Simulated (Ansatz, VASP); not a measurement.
One calculation of AlNi3, two programs

File INCAR:

```
SYSTEM = AlNi3
PREC     = Accurate       ! precision mode
ENCUT    = 520            ! plane-wave cutoff, eV
EDIFF    = 1E-6           ! SCF threshold, eV
ISMEAR   = 0              ! smearing method
SIGMA    = 0.15           ! smearing width, eV
LREAL    = .FALSE.        ! projectors in reciprocal space
LASPH    = .TRUE.         ! aspherical terms in the spheres
NELM     = 100            ! most SCF steps
ALGO     = Fast           ! electronic algorithm
ISIF     = 2              ! what is computed and relaxed
LWAVE    = .FALSE.        ! write WAVECAR
LCHARG   = .FALSE.        ! write CHGCAR
GGA      = PS             ! functional
NBANDS   = 24             ! bands
```

File KPOINTS:

```
regular mesh
0
G
  16 16 16
  0 0 0
```

POSCAR

```
AlNi3
1.0
    0.0000000000      2.8367469749      2.7232770959
    2.8367469749      0.0000000000      2.7232770959
    2.8367469749      2.8367469749      0.0000000000
Al Ni
1 3
Direct
    0.5000000000      0.5000000000      0.5000000000
    0.2500000000      0.2500000000      0.2500000000
    0.0000000000      0.0000000000      0.0000000000
    0.7500000000      0.7500000000      0.7500000000
```

Input for Ansatz:

```yaml
crystal:
  lattice:
    - [0.0, 2.8367469749, 2.7232770959]
    - [2.8367469749, 0.0, 2.7232770959]
    - [2.8367469749, 2.8367469749, 0.0]
  atoms:
    - { symbol: Al, position: [0.5, 0.5, 0.5] }
    - { symbol: Ni, position: [0.25, 0.25, 0.25] }
    - { symbol: Ni, position: [0.0, 0.0, 0.0] }
    - { symbol: Ni, position: [0.75, 0.75, 0.75] }
basis:
  ecutwfc: 420
kpoints:
  mp_grid: { grid: [16, 16, 16] }
hamiltonian:
  xc: pbesol
scf:
  occupations: { method: gaussian, width: 0.15 }
output:
  forces: true
  stress: true
  eigenvalues: true
```

Alike in both runs: task single point; functional PBEsol; k mesh 16 × 16 × 16; occupations gaussian, width 0.15 eV; no spin polarisation.

|  | VASP | Ansatz |
| --- | --- | --- |
| version | VASP 6.6.1 | Ansatz 0.2.0 |
| potentials or method | VASP PAW PBE potentials, release 64 (Al, Ni), cutoff 520 eV | scalar-relativistic, plane waves, PAW |
| valence electrons in the cell | 33 | 57 |

|  | VASP | Ansatz | Ansatz less VASP |
| --- | --- | --- | --- |
| gap on the k mesh at the Fermi level (eV) | none | none | - |
| pressure (GPa) | 0.1 | 0.1 | -0.05 |
| traceless stress, the component that is largest in VASP (GPa) | -0.06 | -0.11 | -0.057 |

VASP's potentials were made for PBE, not for PBEsol. A gap of «none» marks a metal or a gap that the smearing closes. VASP's potentials hold 33 valence electrons a cell and Ansatz's 57, so a difference there can come from the potentials and not from the codes.
